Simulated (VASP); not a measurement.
# Sc (P6_3/mmc) in VASP: notebook

Runs on Sc. Level: RPBE. Tasks: single point.

All numbers are computed with VASP 6.6.1; they aren't measurements. Logs are shortened: lines on timing, memory, paths and dates and some standing lists are left out, and cuts for length are marked.

## Step 1: The cell of the first run

The structure is hexagonal, space group P6_3/mmc (No. 194). Conventional cell: a = 3.390 Å, b = 3.390 Å, c = 5.402 Å, α = 90.00°, β = 90.00°, γ = 120.00°. Sc (site symmetry -6m2) has 12 Sc at 3.34 to 3.39 Å within 4.4 Å.

## Step 2: Single point, RPBE

Input file INCAR:

```
SYSTEM = Sc
  PREC = Accurate
  ENCUT = 520
  EDIFF = 1E-6
  ISMEAR = -1
  SIGMA = 0.01
  LREAL = .False.
  LASPH = .True.
  NELM = 60
  ALGO = Normal
  ISIF = 2
  LWAVE = .False.
  LCHARG = .True.
  GGA = RP
  LELF = .True.
  LVHAR = .True.
  NBANDS = 18
```

Input file KPOINTS:

```
regular mesh
0
Gamma
  8 8 5
  0 0 0
```

Input file POSCAR:

```
Sc
1.0
    3.3897389622      0.0000000000      0.0000000000
   -1.6948694811      2.9356225277      0.0000000000
    0.0000000000      0.0000000000      5.4019675036
Sc
2
Direct
    0.3333333333      0.6666666667      0.2500000000
    0.6666666667      0.3333333333      0.7500000000
```

Potentials or basis: VASP PAW PBE potentials, release 64 (Sc_sv).

Started as:

```
$ cat potpaw_PBE.64/Sc_sv/POTCAR > POTCAR
$ mpirun -np 1 vasp_std > vasp.out
```

OUTCAR:

```text
SYSTEM = Sc
   PREC = Accurate
   ENCUT = 520
   EDIFF = 1E-6
   ISMEAR = -1
   LREAL = .False.
   LASPH = .True.
   NELM = 60
   ISIF = 2
   GGA = RP

 ion  position               nearest neighbor table
   1  0.333  0.667  0.250-   2 3.34   2 3.34   2 3.34   2 3.34   2 3.34   2 3.34
   2  0.667  0.333  0.750-   1 3.34   1 3.34   1 3.34   1 3.34   1 3.34   1 3.34

  LATTYP: Found a hexagonal cell.
 ALAT       =     3.3897389622
 C/A-ratio  =     1.5936234512

  Lattice vectors:

 A1 = (   3.3897389622,   0.0000000000,   0.0000000000)
 A2 = (  -1.6948694811,   2.9356225277,   0.0000000000)
 A3 = (   0.0000000000,   0.0000000000,   5.4019675036)

Analysis of symmetry for initial positions (statically):
=====================================================================
 Subroutine PRICEL returns:
 Original cell was already a primitive cell.

 Routine SETGRP: Setting up the symmetry group for a
 hexagonal supercell.

 Subroutine GETGRP returns: Found 24 space group operations
 (whereof 12 operations were pure point group operations)
 out of a pool of 24 trial point group operations.

The static configuration has the point symmetry D_3d.
 The point group associated with its full space group is D_6h.

Analysis of symmetry for dynamics (positions and initial velocities):
=====================================================================
 Subroutine PRICEL returns:
 Original cell was already a primitive cell.

 Routine SETGRP: Setting up the symmetry group for a
 hexagonal supercell.

 Subroutine GETGRP returns: Found 24 space group operations
 (whereof 12 operations were pure point group operations)
 out of a pool of 24 trial point group operations.

The dynamic configuration has the point symmetry D_3d.
 The point group associated with its full space group is D_6h.

 Subroutine INISYM returns: Found 24 space group operations
 (whereof 12 operations are pure point group operations),
 and found     1 'primitive' translations

----------------------------------------------------------------------------------------

                                     Primitive cell

  volume of cell :      53.7549

[... 75 lines left out ...]
   ions per type =               2
   NGX,Y,Z   is equivalent  to a cutoff of  13.73, 13.73, 12.31 a.u.
   NGXF,Y,Z  is equivalent  to a cutoff of  27.46, 27.46, 24.62 a.u.
 SYSTEM =  Sc
   PREC   = accura    normal or accurate (medium, high low for compatibility)
   ISTART =      0    job   : 0-new  1-cont  2-samecut
   ICHARG =      2    charge: 1-file 2-atom 10-const
   ISPIN  =      1    spin polarized calculation?
   LNONCOLLINEAR =      F non collinear calculations
   LSORBIT =      F    spin-orbit coupling
   LASPH  =      T    aspherical Exc in radial PAW
   ENCUT  =  520.0 eV  38.22 Ry    6.18 a.u.   6.30  6.30 10.04*2*pi/ulx,y,z
   NELM   =     60;   NELMIN=  2; NELMDL= -5     # of ELM steps
   EDIFF  = 0.1E-05   stopping-criterion for ELM
   LREAL  =      F    real-space projection
   EDIFFG = 0.1E-04   stopping-criterion for IOM
   NSW    =      0    number of steps for IOM
   IBRION =     -1    ionic relax: 0-MD 1-quasi-New 2-CG
   NFREE  =      0    steps in history (QN), initial steepest desc. (CG)
   ISIF   =      2    stress and relaxation
   ISYM   =      2    0-nonsym 1-usesym 2-fastsym
   POTIM  = 0.5000    time-step for ionic-motion
   TEBEG  =    0.0;   TEEND  =   0.0 temperature during run
   PSTRESS=    0.0 pullay stress
   NELECT =      22.0000    total number of electrons
   NUPDOWN=      -1.0000    fix difference up-down
   EMIN   =  10.00;   EMAX   =-10.00  energy-range for DOS
   EFERMI =   0.00;   METHOD = LEGACY
   ISMEAR =    -1;   SIGMA  =   0.01  broadening in eV -4-tet -1-fermi 0-gaus
   EFERMI_NEDOS =   21; number of points for ismear=-14 and -15
   IALGO  =     38    algorithm
   IMIX   =      4    mixing-type and parameters
     AMIX     =   0.40;   BMIX     =  1.00
     AMIX_MAG =   1.60;   BMIX_MAG =  1.00
  volume/ion in A,a.u.               =      26.88       181.38
  Fermi-wavevector in a.u.,A,eV,Ry     =   1.215466  2.296898 20.100679  1.477358
  Thomas-Fermi vector in A             =   2.350852
   LORBIT       =      0    0 simple, 1 ext, 2 COOP (PROOUT), +10 PAW based schemes
   GGA     = RP    functional components
   LHFCALC =     F    Hartree Fock is set to
   AEXX    =    0.0000 exact exchange contribution
   IVDW    =     0    specifies the selected vdW correction
   LEPSILON=     F    determine dielectric tensor
   LRPA    =     F    only Hartree local field effects (RPA)
 non-spin polarized calculation
  energy-cutoff  :      520.00
  volume of cell :       53.75
 maximum number of plane-waves:      1461
 NGX is ok and might be reduce to    28
   NGX = 13   NGY = 13   NGZ = 21

 number of electron      22.0000003 magnetization

 Free energy of the ion-electron system (eV)
  ---------------------------------------------------
  ext. energy  EPLUGINS =         0.00000000
  ---------------------------------------------------
  free energy    TOTEN  =       -11.85594622 eV

  energy without entropy =      -11.85411566  energy(sigma->0) =      -11.85503094

 E-fermi :   3.3146     XC(G=0):  -9.4194

 val. band max:        3.3146076983   @ k =   0.3750   0.0000   0.4000
 cond. band min:       3.3365792944   @ k =   0.3750   0.0000   0.2000
 fundamental gap:      0.0219715961
 Fermi energy:         3.3146129216

 k-point     1 :       0.0000    0.0000    0.0000
  band No.  band energies     occupation
      1     -46.4917      2.00000
      2     -46.4481      2.00000
      3     -25.1695      2.00000
      4     -24.9309      2.00000
      5     -24.9308      2.00000
      6     -24.8867      2.00000
[... 481 lines left out ...]
      5     -24.9691      2.00000
      6     -24.9603      2.00000
[... 10 lines left out ...]
     17       6.5536      0.00000
     18       6.6065      0.00000

 [... further k-points ...]
[... 5 lines left out ...]
  --------------------------------------------------------------------------------------
  -------------------------------------------------------------------------------------
  Total       -0.6509032     -0.6509131     -0.9419623     -0.0000000      0.0000000      0.0000000
  in kB      -19.4003039    -19.4006010    -28.0753828     -0.0000000      0.0000000      0.0000000
  external PRESSURE =     -22.2920959 kB  Pullay stress =       0.0000000 kB

 VOLUME and BASIS-vectors are now :
 -----------------------------------------------------------------------------
  energy-cutoff  :      520.00
  volume of cell :       53.75
      direct lattice vectors                 reciprocal lattice vectors
     3.389738962  0.000000000  0.000000000     0.295007967  0.170321625  0.000000000
    -1.694869481  2.935622528  0.000000000     0.000000000  0.340643250  0.000000000
     0.000000000  0.000000000  5.401967504     0.000000000  0.000000000  0.185117737

 POSITION                                       TOTAL-FORCE (eV/Angst)
 -----------------------------------------------------------------------------------
     -0.00000      1.95708      1.35049        -0.000000     -0.000000      0.000000
      1.69487      0.97854      4.05148         0.000000      0.000000      0.000000
 -----------------------------------------------------------------------------------
    total drift:                               -0.000000      0.000000     -0.000000

  FREE ENERGIE OF THE ION-ELECTRON SYSTEM (eV)
  ---------------------------------------------------
  free  energy   TOTEN  =       -11.8559462184 eV

  energy  without entropy=      -11.8541156629  energy(sigma->0) =      -11.85503094
```

Run time: 34 s. Hardware: 1 thread of Intel Xeon Platinum 8375C at 2.90GHz (Ice Lake), shared host; peak memory 0.18 GiB.

Results:

```
Free energy            : -11.8559 eV
Pressure               : -2.2 GPa
Band gap on the k mesh : zero (bands 11 and 12 overlap by 1.02 eV)
```

Levels at points of the mesh, in eV from the Fermi level:
```tsv
k point	band 8	band 9	band 10	band 11	band 12	band 13	band 14	band 15
(0.00, 0.00, 0.00)	-28.18	-4.97	-1.57	0.25	1.50	1.50	1.61	1.87
(0.50, 0.00, 0.00)	-28.23	-1.55	-0.98	-0.59	-0.33	1.11	1.34	1.63
```

Caveat: the PAW data sets were made with another functional, which shifts forces and pressure a little.

(Part 1 of 2 ends here.)

The gap in the log of VASP goes by the Fermi energy; the results here count the filled bands.